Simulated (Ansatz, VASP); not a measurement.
**One calculation of B6As, two programs**

```
B As
1.0
     4.03471    0.00000    0.00000
     0.00000    4.03471    0.00000
     0.00000    0.00000    4.03471
B As
6 1
Cartesian
  2.0174 2.0174 0.8069
  2.0174 2.0174 3.2278
  0.8069 2.0174 2.0174
  3.2278 2.0174 2.0174
  2.0174 0.8069 2.0174
  2.0174 3.2278 2.0174
  0.0000 0.0000 0.0000
```

Alike in both runs: task single point; functional r2SCAN; k mesh 4 × 4 × 4; occupations gaussian, width 0.1 eV; no spin polarisation.

```csv
,VASP,Ansatz
version,VASP 6.6.1,Ansatz 0.2.0
potentials or method,"VASP PAW PBE potentials, release 64 (B, As), cutoff 550 eV","scalar-relativistic, plane waves, PAW"
valence electrons in the cell,23,33
```

```csv
,VASP,Ansatz,Ansatz less VASP
gap on the k mesh at the Fermi level (eV),none,none,-
pressure (GPa),16.5,16.3,-0.14
rms of the force components (eV/Å),0.283,0.251,-0.0324
```

VASP's potentials were made for PBE, not for r2SCAN. Atom by atom the forces differ by 0.032 eV/Å (rms over components). A gap of «none» marks a metal or a gap that the smearing closes. VASP's potentials hold 23 valence electrons a cell and Ansatz's 33, so a difference there can come from the potentials and not from the codes.

The k mesh is coarse, so the values compare programs but aren't converged.
